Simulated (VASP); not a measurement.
# Ta (I4_1/amd) in VASP: relaxation of cell and atoms with PBE

Aim: the relaxation of cell and atoms of Ta with PBE.

Program: VASP 6.6.1. These are calculated values, not measurements. Logs are shortened: lines on timing, memory, paths and dates and some standing lists are left out, and cuts for length are marked.

## Step 1: The cell of the first run

It takes space group I4_1/amd (No. 141, tetragonal). The conventional cell has a = 4.336 Å, b = 4.336 Å, c = 2.374 Å, α = 90.00°, β = 90.00°, γ = 90.00°. Within 3.0 Å of Ta (site symmetry -4m2) lie 10 Ta at 2.25 to 2.81 Å.

## Step 2: Relaxation of cell and atoms, PBE, target pressure 270 GPa, at which the enthalpy is minimised

INCAR

```
SYSTEM = Ta
PREC = Accurate
ENCUT = 600
EDIFF = 1E-6
ISMEAR = -1
SIGMA = 0.05
LREAL = .False.
LASPH = .True.
NELM = 100
ALGO = Normal
ISIF = 3
LWAVE = .False.
LCHARG = .False.
GGA = PE
IBRION = 2
NSW = 32
EDIFFG = -0.005
PSTRESS = 2700.0
```

KPOINTS

```
regular mesh
0
Gamma
  18 18 18
  0 0 0
```

POSCAR

```
Ta
1.0
   -2.1681090526      2.1681090526      1.1868477810
    2.1681090526     -2.1681090526      1.1868477810
    2.1681090526      2.1681090526     -1.1868477810
Ta
2
Direct
   -0.3750000000     -0.1250000000     -0.2500000000
    0.3750000000      0.1250000000      0.2500000000
```

Potentials or basis: VASP PAW PBE potentials, release 64 (Ta_pv).

On the command line:

```sh
> cat potpaw_PBE.64/Ta_pv/POTCAR > POTCAR
> mpirun -np 1 vasp_std > vasp.out
```

OUTCAR:

```text
SYSTEM = Ta
   PREC = Accurate
   ENCUT = 600
   EDIFF = 1E-6
   ISMEAR = -1
   LREAL = .False.
   LASPH = .True.
   NELM = 100
   ISIF = 3
   GGA = PE
   IBRION = 2
   NSW = 32
   EDIFFG = -0.005
   PSTRESS = 2700.0

 ion  position               nearest neighbor table
   1  0.625  0.875  0.750-   2 2.25   2 2.25   2 2.25   2 2.25   2 2.81   2 2.81   2 2.81   2 2.81

   2  0.375  0.125  0.250-   1 2.25   1 2.25   1 2.25   1 2.25   1 2.81   1 2.81   1 2.81   1 2.81

  LATTYP: Found a body centered tetragonal cell.
 ALAT       =     4.3362181052
 C/A-ratio  =     0.5474114780

  Lattice vectors:

 A1 = (  -2.1681090526,   2.1681090526,   1.1868477810)
 A2 = (   2.1681090526,  -2.1681090526,   1.1868477810)
 A3 = (   2.1681090526,   2.1681090526,  -1.1868477810)

Analysis of symmetry for initial positions (statically):
=====================================================================
 Subroutine PRICEL returns:
 Original cell was already a primitive cell.

 Routine SETGRP: Setting up the symmetry group for a
 body centered tetragonal supercell.

 Subroutine GETGRP returns: Found 16 space group operations
 (whereof  4 operations were pure point group operations)
 out of a pool of 16 trial point group operations.

The static configuration has the point symmetry C_2h.
 The point group associated with its full space group is D_4h.

Analysis of symmetry for dynamics (positions and initial velocities):
=====================================================================
 Subroutine PRICEL returns:
 Original cell was already a primitive cell.

 Routine SETGRP: Setting up the symmetry group for a
 body centered tetragonal supercell.

 Subroutine GETGRP returns: Found 16 space group operations
 (whereof  4 operations were pure point group operations)
 out of a pool of 16 trial point group operations.

The dynamic configuration has the point symmetry C_2h.
 The point group associated with its full space group is D_4h.

 Subroutine INISYM returns: Found 16 space group operations
 (whereof  4 operations are pure point group operations),
 and found     1 'primitive' translations

----------------------------------------------------------------------------------------

                                     Primitive cell

  volume of cell :      22.3160

  direct lattice vectors                    reciprocal lattice vectors
    -2.168109053  2.168109053  1.186847781     0.000000000  0.230615706  0.421284016
     2.168109053 -2.168109053  1.186847781     0.230615706  0.000000000  0.421284016
     2.168109053  2.168109053 -1.186847781     0.230615706  0.230615706  0.000000000

  length of vectors
     3.287856655  3.287856655  3.287856655     0.480274740  0.480274740  0.326139859

  position of ions in fractional coordinates (direct lattice)
     0.625000000  0.875000000  0.750000000
     0.375000000  0.125000000  0.250000000

  ion indices of the primitive-cell ions
   primitive index   ion index
                 1           1
                 2           2

----------------------------------------------------------------------------------------

 KPOINTS: regular mesh

Automatic generation of k-mesh.
 Grid dimensions read from file:
 generate k-points for:   18   18   18

 Generating k-lattice:

  Cartesian coordinates                     Fractional coordinates (reciprocal lattice)
     0.000000000  0.012811984  0.023404668     0.055555556 -0.000000000  0.000000000
     0.012811984  0.000000000  0.023404668    -0.000000000  0.055555556  0.000000000
     0.012811984  0.012811984  0.000000000     0.000000000  0.000000000  0.055555556

  Length of vectors
     0.026681930  0.026681930  0.018118881

  Shift w.r.t. Gamma in fractional coordinates (k-lattice)
     0.000000000  0.000000000  0.000000000

 Subroutine IBZKPT returns following result:
 ===========================================

 Found    480 irreducible k-points:

 Following reciprocal coordinates:
            Coordinates               Weight
  0.000000  0.000000  0.000000      1.000000
  0.055556  0.000000 -0.000000      8.000000
  0.111111  0.000000 -0.000000      8.000000
  0.166667 -0.000000  0.000000      8.000000
  0.222222 -0.000000  0.000000      8.000000
  0.277778 -0.000000  0.000000      8.000000
[... 16 lines left out ...]
 -0.277778  0.055556 -0.000000     16.000000
 -0.222222  0.055556 -0.000000     16.000000
 [... further k-points ...]
   k-points           NKPTS =    480   k-points in BZ     NKDIM =    480   number of bands    NBANDS=     15
   number of dos      NEDOS =    301   number of ions     NIONS =      2
   total plane-waves  NPLWV =  21952
   dimension x,y,z NGX =    28 NGY =   28 NGZ =   28
   dimension x,y,z NGXF=    56 NGYF=   56 NGZF=   56
   ions per type =               2
   NGX,Y,Z   is equivalent  to a cutoff of  14.16, 14.16, 14.16 a.u.
   NGXF,Y,Z  is equivalent  to a cutoff of  28.32, 28.32, 28.32 a.u.
 SYSTEM =  Ta
   PREC   = accura    normal or accurate (medium, high low for compatibility)
   ISTART =      0    job   : 0-new  1-cont  2-samecut
   ICHARG =      2    charge: 1-file 2-atom 10-const
   ISPIN  =      1    spin polarized calculation?
   LNONCOLLINEAR =      F non collinear calculations
   LSORBIT =      F    spin-orbit coupling
   LASPH  =      T    aspherical Exc in radial PAW
   ENCUT  =  600.0 eV  44.10 Ry    6.64 a.u.   6.57  6.57  6.57*2*pi/ulx,y,z
   NELM   =    100;   NELMIN=  2; NELMDL= -5     # of ELM steps
   EDIFF  = 0.1E-05   stopping-criterion for ELM
   LREAL  =      F    real-space projection
   EDIFFG = -.5E-02   stopping-criterion for IOM
   NSW    =     32    number of steps for IOM
   IBRION =      2    ionic relax: 0-MD 1-quasi-New 2-CG
   NFREE  =      1    steps in history (QN), initial steepest desc. (CG)
   ISIF   =      3    stress and relaxation
   ISYM   =      2    0-nonsym 1-usesym 2-fastsym
   POTIM  = 0.5000    time-step for ionic-motion
   TEBEG  =    0.0;   TEEND  =   0.0 temperature during run
   PSTRESS= 2700.0 pullay stress
   NELECT =      22.0000    total number of electrons
   NUPDOWN=      -1.0000    fix difference up-down
   EMIN   =  10.00;   EMAX   =-10.00  energy-range for DOS
   EFERMI =   0.00;   METHOD = LEGACY
   ISMEAR =    -1;   SIGMA  =   0.05  broadening in eV -4-tet -1-fermi 0-gaus
   EFERMI_NEDOS =   21; number of points for ismear=-14 and -15
   IALGO  =     38    algorithm
   IMIX   =      4    mixing-type and parameters
     AMIX     =   0.40;   BMIX     =  1.00
     AMIX_MAG =   1.60;   BMIX_MAG =  1.00
  volume/ion in A,a.u.               =      11.16        75.30
  Fermi-wavevector in a.u.,A,eV,Ry     =   1.629333  3.078994 36.119760  2.654727
  Thomas-Fermi vector in A             =   2.721817
   LORBIT       =      0    0 simple, 1 ext, 2 COOP (PROOUT), +10 PAW based schemes
   GGA     = PE    functional components
   LHFCALC =     F    Hartree Fock is set to
   AEXX    =    0.0000 exact exchange contribution
   IVDW    =     0    specifies the selected vdW correction
   LEPSILON=     F    determine dielectric tensor
   LRPA    =     F    only Hartree local field effects (RPA)
 conjugate gradient relaxation of ions
 non-spin polarized calculation
  energy-cutoff  :      600.00
  volume of cell :       22.32
 maximum number of plane-waves:       766
   NGX = 13   NGY = 13   NGZ = 13

--------------------------------------- Ionic step        1  -------------------------------------------

 number of electron      22.0000000 magnetization

 Free energy of the ion-electron system (eV)
  ---------------------------------------------------
  ext. energy  EPLUGINS =         0.00000000
  ---------------------------------------------------
  free energy    TOTEN  =       -13.01487748 eV

  energy without entropy =      -13.00690088  energy(sigma->0) =      -13.01088918

------------------------ aborting loop because EDIFF is reached ----------------------------------------

  FORCE on cell =-STRESS in cart. coord.  units (eV):
  Direction    XX          YY          ZZ          XY          YZ          ZX
  --------------------------------------------------------------------------------------
  -------------------------------------------------------------------------------------
  Total       38.4466549     38.4466549     38.3625849      0.0000000      0.0000000      0.0000000
  in kB     2760.2720215   2760.2720215   2754.2362271      0.0000000      0.0000000      0.0000000
  external PRESSURE =      58.2600901 kB  Pullay stress =    2700.0000000 kB
[... 97 lines left out ...]
  energy  without entropy=      -13.2248726687  energy(sigma->0) =      -13.22893115

  enthalpy is  TOTEN    =        24.5900318473 eV   P V=       37.8230214770

[... ionic steps 4 to 10 ...]

--------------------------------------- Ionic step       11  -------------------------------------------

 number of electron      22.0000001 magnetization

------------------------ aborting loop because EDIFF is reached ----------------------------------------
[... 71 lines left out ...]
--------------------------------------- Ionic step       13  -------------------------------------------

 number of electron      22.0000001 magnetization

 Free energy of the ion-electron system (eV)
  ---------------------------------------------------
  ext. energy  EPLUGINS =         0.00000000
  ---------------------------------------------------
  free energy    TOTEN  =       -13.22569155 eV

  energy without entropy =      -13.21757448  energy(sigma->0) =      -13.22163302

 E-fermi :  10.9608     XC(G=0): -15.1804

 val. band max:       10.9540119189   @ k =   0.0556   0.0556   0.0000
 cond. band min:      10.9609246467   @ k =  -0.3333   0.3333   0.2778
 fundamental gap:      0.0069127278
 Fermi energy:        10.9607705834

 k-point     1 :       0.0000    0.0000    0.0000
  band No.  band energies     occupation
      1     -25.7300      2.00000
      2     -25.7300      2.00000
      3     -21.4380      2.00000
      4     -21.3771      2.00000
      5     -21.1532      2.00000
      6     -21.1532      2.00000
      7       1.1030      2.00000
      8       1.2769      2.00000
      9       5.6498      2.00000
     10       6.4603      2.00000
     11       7.8276      2.00000
     12      14.3155      0.00000
     13      14.3155      0.00000
     14      14.8398      0.00000
[... 401 lines left out ...]
      2     -25.1380      2.00000
      3     -22.8259      2.00000
      4     -22.4450      2.00000
      5     -21.5949      2.00000
      6     -21.1008      2.00000
      7       2.6238      2.00000
      8       3.3028      2.00000
      9       6.2675      2.00000
     10       8.1058      2.00000
     11       8.8223      2.00000
     12       9.9138      2.00000
     13      12.0394      0.00000
     14      15.7666      0.00000
     15      16.8124      0.00000

 [... further k-points ...]

------------------------ aborting loop because EDIFF is reached ----------------------------------------

  FORCE on cell =-STRESS in cart. coord.  units (eV):
  Direction    XX          YY          ZZ          XY          YZ          ZX
  --------------------------------------------------------------------------------------
  -------------------------------------------------------------------------------------
  Total       37.8087470     37.8087470     37.8142479      0.0000000     -0.0000000     -0.0000000
  in kB     2699.5025044   2699.5025044   2699.8952693      0.0000000     -0.0000000     -0.0000000
  external PRESSURE =      -0.3665740 kB  Pullay stress =    2700.0000000 kB
[... 21 lines left out ...]
  energy  without entropy=      -13.2175744807  energy(sigma->0) =      -13.22163302

  enthalpy is  TOTEN    =        24.5900232335 eV   P V=       37.8157147862

 reached required accuracy - stopping structural energy minimisation
```

It took 6 min on 1 thread of Intel Xeon 6975P-C (Granite Rapids), shared host; peak memory 0.32 GiB.

What came out:

| Quantity | Value |
| --- | --- |
| Free energy | -13.2257 eV |
| Relaxed volume | 11.22 Å³/atom |
| Relaxed cell | a = 3.294 Å, b = 3.294 Å, c = 3.294 Å, α = 97.48°, β = 97.48°, γ = 137.70° |
| Space group after relaxing (to 0.05 Å) | I4_1/amd (No. 141) |
| Energy change on relaxing (the enthalpy is what falls) | -105.4 meV/atom |
| Ionic steps | 13 |
| Pressure after relaxing | 270.0 GPa |
| Band gap on the k mesh | zero (band 11 reaches 12.45 eV, above the bottom of band 12 at 9.32 eV) |

Step by step:
```tsv
step	energy change (eV)	largest force (eV/Å)	pressure (GPa)	volume (Å³)
1	0.0000	0.0000	275.83	22.32
2	-2.0561	0.0000	219.52	23.65
3	-0.2181	0.0000	269.82	22.44
4	-0.2117	0.0000	269.98	22.44
5	-0.2075	0.0000	270.10	22.44
6	-0.2071	0.0000	270.12	22.44
7	-0.2074	0.0000	270.11	22.44
8	-0.2074	0.0000	270.11	22.44
9	-0.2073	0.0000	270.11	22.44
10	-0.2074	0.0000	270.11	22.44
11	-0.2074	0.0000	270.11	22.44
12	-0.2385	0.0000	269.32	22.46
13	-0.2108	0.0000	269.96	22.44
```

Final structure:
```
Ta
1.0
    -2.17254    2.17254    1.18856
     2.17254   -2.17254    1.18856
     2.17254    2.17254   -1.18856
Ta
2
Direct
  0.62500 0.87500 0.75000
  0.37500 0.12500 0.25000
```

Levels at points of the mesh, in eV from the Fermi level:
```csv
k point,band 9,band 10,band 11,band 12,band 13,band 14
"(0.00, 0.00, 0.00)",-5.31,-4.50,-3.13,3.35,3.35,3.88
"(0.50, 0.00, 0.00)",-4.71,-2.23,-0.32,1.49,3.10,3.57
"(0.50, 0.50, 0.00)",-3.51,-3.51,0.30,0.30,2.96,2.96
"(0.50, 0.50, 0.50)",-2.49,-2.49,1.48,1.48,2.93,2.93
```

Caveat: the cell is relaxed towards a set pressure, so the enthalpy falls and the energy may rise; spin-orbit coupling is left out, which moves the levels of the heavy elements.
